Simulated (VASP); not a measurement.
# Al (P6_3/mmc) in VASP: a series of runs

Al is run at these levels: PBE+D3(BJ); tasks: single point.

All numbers are computed with VASP 6.6.1; they aren't measurements. Logs are shortened: lines on timing, memory, paths and dates and some standing lists are left out, and cuts for length are marked.

## (1) The cell of the first run

It takes space group P6_3/mmc (No. 194, hexagonal). Conventional cell: a = 3.011 Å, b = 3.011 Å, c = 8.443 Å, α = 90.00°, β = 90.00°, γ = 120.00°. Within 3.6 Å of Al (site symmetry -3m) lie 12 Al at 2.73 to 3.01 Å. Al (site symmetry -6m2) has 12 Al at 2.73 to 3.01 Å within 3.6 Å.

## (2) Single point, PBE+D3(BJ)

INCAR reads:

```
SYSTEM = Al
PREC = Accurate ; ENCUT = 520
EDIFF = 1E-6 ; ISMEAR = 0
SIGMA = 0.15 ; LREAL = .False.
LASPH = .True. ; NELM = 80
ALGO = Fast ; ISIF = 2
LWAVE = .False. ; LCHARG = .False.
GGA = PE ; IVDW = 12
NBANDS = 14
```

KPOINTS reads:

```
Automatic mesh
0
Gamma
  18 18 4
  0 0 0
```

POSCAR reads:

```
Al
1.0
    3.0114000000      0.0000000000      0.0000000000
   -1.5057000000      2.6079489009      0.0000000000
    0.0000000000      0.0000000000      8.4426000000
Al
4
Direct
    0.0000000000      0.0000000000      0.0000000000
    0.3333333333      0.6666666667      0.2500000000
    0.0000000000      0.0000000000      0.5000000000
    0.6666666667      0.3333333333      0.7500000000
```

Potentials or basis: VASP PAW PBE potentials, release 64 (Al).

On the command line:

```console
$ cat potpaw_PBE.64/Al/POTCAR > POTCAR
$ mpirun -np 1 vasp_std > vasp.out
```

OUTCAR:

```text
SYSTEM = Al
   PREC = Accurate
   ENCUT = 520
   EDIFF = 1E-6
   ISMEAR = 0
   LREAL = .False.
   LASPH = .True.
   NELM = 80
   ISIF = 2
   GGA = PE
   IVDW = 12
 IVDW          = 12

 ion  position               nearest neighbor table
   1  0.000  0.000  0.000-   2 2.73   4 2.73   2 2.73   4 2.73   4 2.73   2 2.73
   2  0.333  0.667  0.250-   1 2.73   3 2.73   1 2.73   3 2.73   1 2.73   3 2.73
   3  0.000  0.000  0.500-   2 2.73   4 2.73   2 2.73   4 2.73   4 2.73   2 2.73
   4  0.667  0.333  0.750-   1 2.73   3 2.73   1 2.73   3 2.73   1 2.73   3 2.73

  LATTYP: Found a hexagonal cell.
 ALAT       =     3.0114000000
 C/A-ratio  =     2.8035465232

  Lattice vectors:

 A1 = (   3.0114000000,   0.0000000000,   0.0000000000)
 A2 = (  -1.5057000000,   2.6079489009,   0.0000000000)
 A3 = (   0.0000000000,   0.0000000000,   8.4426000000)

Analysis of symmetry for initial positions (statically):
=====================================================================
 Subroutine PRICEL returns:
 Original cell was already a primitive cell.

 Routine SETGRP: Setting up the symmetry group for a
 hexagonal supercell.

 Subroutine GETGRP returns: Found 24 space group operations
 (whereof 12 operations were pure point group operations)
 out of a pool of 24 trial point group operations.

The static configuration has the point symmetry D_3d.
 The point group associated with its full space group is D_6h.

Analysis of symmetry for dynamics (positions and initial velocities):
=====================================================================
 Subroutine PRICEL returns:
 Original cell was already a primitive cell.

 Routine SETGRP: Setting up the symmetry group for a
 hexagonal supercell.

 Subroutine GETGRP returns: Found 24 space group operations
 (whereof 12 operations were pure point group operations)
 out of a pool of 24 trial point group operations.

The dynamic configuration has the point symmetry D_3d.
 The point group associated with its full space group is D_6h.

 Subroutine INISYM returns: Found 24 space group operations
 (whereof 12 operations are pure point group operations),
 and found     1 'primitive' translations

----------------------------------------------------------------------------------------

                                     Primitive cell

  volume of cell :      66.3046

  direct lattice vectors                    reciprocal lattice vectors
     3.011400000  0.000000000  0.000000000     0.332071462  0.191721548  0.000000000
    -1.505700000  2.607948901  0.000000000     0.000000000  0.383443096  0.000000000
     0.000000000  0.000000000  8.442600000     0.000000000  0.000000000  0.118446924

  length of vectors
     3.011400000  3.011400000  8.442600000     0.383443096  0.383443096  0.118446924

  position of ions in fractional coordinates (direct lattice)
     0.000000000  0.000000000  0.000000000
     0.333333333  0.666666667  0.250000000
     0.000000000  0.000000000  0.500000000
     0.666666667  0.333333333  0.750000000

  ion indices of the primitive-cell ions
   primitive index   ion index
                 1           1
                 2           2
                 3           3
                 4           4

----------------------------------------------------------------------------------------

 KPOINTS: Automatic mesh

Automatic generation of k-mesh.
 Grid dimensions read from file:
 generate k-points for:   18   18    4

 Generating k-lattice:

  Cartesian coordinates                     Fractional coordinates (reciprocal lattice)
     0.018448415  0.010651197  0.000000000     0.055555556  0.000000000  0.000000000
     0.000000000  0.021302394  0.000000000     0.000000000  0.055555556  0.000000000
     0.000000000  0.000000000  0.029611731     0.000000000  0.000000000  0.250000000

  Length of vectors
     0.021302394  0.021302394  0.029611731

  Shift w.r.t. Gamma in fractional coordinates (k-lattice)
     0.000000000  0.000000000  0.000000000

 Subroutine IBZKPT returns following result:
 ===========================================

 Found    111 irreducible k-points:

 Following reciprocal coordinates:
            Coordinates               Weight
  0.000000  0.000000  0.000000      1.000000
  0.055556  0.000000  0.000000      6.000000
  0.111111  0.000000  0.000000      6.000000
  0.166667  0.000000  0.000000      6.000000
  0.222222  0.000000  0.000000      6.000000
  0.277778  0.000000  0.000000      6.000000
[... 16 lines left out ...]
  0.333333  0.111111  0.000000     12.000000
  0.388889  0.111111  0.000000     12.000000
 [... further k-points ...]
   k-points           NKPTS =    111   k-points in BZ     NKDIM =    111   number of bands    NBANDS=     14
   number of dos      NEDOS =    301   number of ions     NIONS =      4
   total plane-waves  NPLWV =  36864
   dimension x,y,z NGX =    24 NGY =   24 NGZ =   64
   dimension x,y,z NGXF=    48 NGYF=   48 NGZF=  128
   ions per type =               4
   NGX,Y,Z   is equivalent  to a cutoff of  13.25, 13.25, 12.60 a.u.
   NGXF,Y,Z  is equivalent  to a cutoff of  26.50, 26.50, 25.20 a.u.
 SYSTEM =  Al
   PREC   = accura    normal or accurate (medium, high low for compatibility)
   ISTART =      0    job   : 0-new  1-cont  2-samecut
   ICHARG =      2    charge: 1-file 2-atom 10-const
   ISPIN  =      1    spin polarized calculation?
   LNONCOLLINEAR =      F non collinear calculations
   LSORBIT =      F    spin-orbit coupling
   LASPH  =      T    aspherical Exc in radial PAW
   ENCUT  =  520.0 eV  38.22 Ry    6.18 a.u.   5.60  5.60 15.70*2*pi/ulx,y,z
   NELM   =     80;   NELMIN=  2; NELMDL= -5     # of ELM steps
   EDIFF  = 0.1E-05   stopping-criterion for ELM
   LREAL  =      F    real-space projection
   EDIFFG = 0.1E-04   stopping-criterion for IOM
   NSW    =      0    number of steps for IOM
   IBRION =     -1    ionic relax: 0-MD 1-quasi-New 2-CG
   NFREE  =      0    steps in history (QN), initial steepest desc. (CG)
   ISIF   =      2    stress and relaxation
   ISYM   =      2    0-nonsym 1-usesym 2-fastsym
   POTIM  = 0.5000    time-step for ionic-motion
   TEBEG  =    0.0;   TEEND  =   0.0 temperature during run
   PSTRESS=    0.0 pullay stress
   NELECT =      12.0000    total number of electrons
   NUPDOWN=      -1.0000    fix difference up-down
   EMIN   =  10.00;   EMAX   =-10.00  energy-range for DOS
   EFERMI =   0.00;   METHOD = LEGACY
   ISMEAR =     0;   SIGMA  =   0.15  broadening in eV -4-tet -1-fermi 0-gaus
   EFERMI_NEDOS =   21; number of points for ismear=-14 and -15
   IALGO  =     68    algorithm
   IMIX   =      4    mixing-type and parameters
     AMIX     =   0.40;   BMIX     =  1.00
     AMIX_MAG =   1.60;   BMIX_MAG =  1.00
  volume/ion in A,a.u.               =      16.58       111.86
  Fermi-wavevector in a.u.,A,eV,Ry     =   0.926021  1.749925 11.667189  0.857514
  Thomas-Fermi vector in A             =   2.051938
   LORBIT       =      0    0 simple, 1 ext, 2 COOP (PROOUT), +10 PAW based schemes
   GGA     = PE    functional components
   LHFCALC =     F    Hartree Fock is set to
   AEXX    =    0.0000 exact exchange contribution
   IVDW    =    12    specifies the selected vdW correction
   LEPSILON=     F    determine dielectric tensor
   LRPA    =     F    only Hartree local field effects (RPA)
 non-spin polarized calculation
 RMM-DIIS sequential band-by-band and
 Gauss-broadening in eV      SIGMA  =   0.15
  energy-cutoff  :      520.00
  volume of cell :       66.30
 maximum number of plane-waves:      1813
 NGX is ok and might be reduce to    24
   NGX = 11   NGY = 11   NGZ = 31

 number of electron      12.0000000 magnetization

 Free energy of the ion-electron system (eV)
  ---------------------------------------------------
  ext. energy  EPLUGINS =         0.00000000
  ---------------------------------------------------
  free energy    TOTEN  =       -14.70279404 eV

  energy without entropy =      -14.68300444  energy(sigma->0) =      -14.69289924

 E-fermi :   7.9243     XC(G=0): -10.1704

 val. band max:        7.8929410254   @ k =   0.3889   0.0000   0.2500
 cond. band min:       7.9390025838   @ k =   0.3889   0.0556   0.0000
 fundamental gap:      0.0460615584
 Fermi energy:         7.9243079306

 k-point     1 :       0.0000    0.0000    0.0000
  band No.  band energies     occupation
      1      -3.1669      2.00000
      2      -1.1082      2.00000
      3      -1.1077      2.00000
      4       4.3604      2.00000
      5       5.5265      2.00000
      6      14.3931      0.00000
      7      14.4844      0.00000
      8      16.2270      0.00000
      9      16.2270      0.00000
     10      16.6429      0.00000
     11      16.6429      0.00000
     12      18.0681      0.00000
     13      18.0737      0.00000
     14      18.0869      0.00000

 k-point     2 :       0.0556    0.0000    0.0000
  band No.  band energies     occupation
      1      -3.0998      2.00000
      2      -1.0422      2.00000
      3      -1.0416      2.00000
      4       4.4211      2.00000
      5       5.5911      2.00000
      6      14.3113      0.00000
      7      14.5126      0.00000
      8      15.0965      0.00000
      9      15.4661      0.00000
     10      16.5153      0.00000
     11      16.8315      0.00000
     12      17.0083      0.00000
     13      17.2527      0.00000
     14      17.2620      0.00000
[... 343 lines left out ...]
      1       0.2773      2.00000
      2       2.2679      2.00000
      3       2.2875      2.00000
      4       4.9163      2.00000
      5       6.7183      2.00000
      6       6.8943      2.00000
      7       7.7385      1.92014
      8       8.8051      0.00000
      9       9.7091      0.00000
     10      11.2162      0.00000
     11      11.4957      0.00000
     12      12.2682      0.00000
     13      13.5949      0.00000
     14      16.2351      0.00000

 k-point    24 :       0.3889    0.1111    0.0000
  band No.  band energies     occupation
      1       1.2520      2.00000
      2       3.1742      2.00000
      3       3.2480      2.00000
      4       3.6260      2.00000
      5       5.5342      2.00000
      6       5.6246      2.00000
      7       8.4951      0.00000
      8       9.0632      0.00000
      9      10.0935      0.00000
     10      10.5302      0.00000
     11      11.3249      0.00000
     12      11.5258      0.00000
     13      12.4045      0.00000
     14      16.1451      0.00000

 [... further k-points ...]

------------------------ aborting loop because EDIFF is reached ----------------------------------------

 Edisp (eV)   -1.34039

 E8    (eV) :    -0.5998

  FORCE on cell =-STRESS in cart. coord.  units (eV):
  Direction    XX          YY          ZZ          XY          YZ          ZX
  --------------------------------------------------------------------------------------
  -------------------------------------------------------------------------------------
  Total      -1.98993    -1.98993     2.55252     0.00000     0.00000     0.00000
  in kB     -48.08447   -48.08447    61.67870     0.00000     0.00000     0.00000
  external pressure =      -11.50 kB  Pullay stress =        0.00 kB

 VOLUME and BASIS-vectors are now :
 -----------------------------------------------------------------------------
  energy-cutoff  :      520.00
  volume of cell :       66.30
      direct lattice vectors                 reciprocal lattice vectors
     3.011400000  0.000000000  0.000000000     0.332071462  0.191721548  0.000000000
    -1.505700000  2.607948901  0.000000000     0.000000000  0.383443096  0.000000000
     0.000000000  0.000000000  8.442600000     0.000000000  0.000000000  0.118446924

 POSITION                                       TOTAL-FORCE (eV/Angst)
 -----------------------------------------------------------------------------------
      0.00000      0.00000      0.00000        -0.000000      0.000000      0.000000
     -0.00000      1.73863      2.11065         0.000000     -0.000000     -0.000000
      0.00000      0.00000      4.22130        -0.000000      0.000000      0.000000
      1.50570      0.86932      6.33195        -0.000000      0.000000      0.000000
 -----------------------------------------------------------------------------------
    total drift:                               -0.000000      0.000000      0.000000

  FREE ENERGIE OF THE ION-ELECTRON SYSTEM (eV)
  ---------------------------------------------------
  free  energy   TOTEN  =       -16.0431805710 eV

  energy  without entropy=      -16.0233909751  energy(sigma->0) =      -16.03328577
```

Run time: 60 s. Hardware: 1 thread of AMD EPYC 9R45 (Zen 5), shared host; peak memory 0.2 GiB.

What came out:

| Quantity | Value |
| --- | --- |
| Free energy | -16.0432 eV |
| Pressure | -1.1 GPa |
| Band gap on the k mesh | zero (band 6 reaches 14.39 eV, above the bottom of band 7 at 6.06 eV) |
| Dispersion energy per atom | -0.335 eV |

Stress tensor (GPa, compression positive):
```
-4.81  0.00  0.00
 0.00 -4.81  0.00
 0.00  0.00  6.17
```

Caveat: pairwise dispersion overbinds metals, which lowers pressure and volume.

(Part 1 of 2 ends here.)
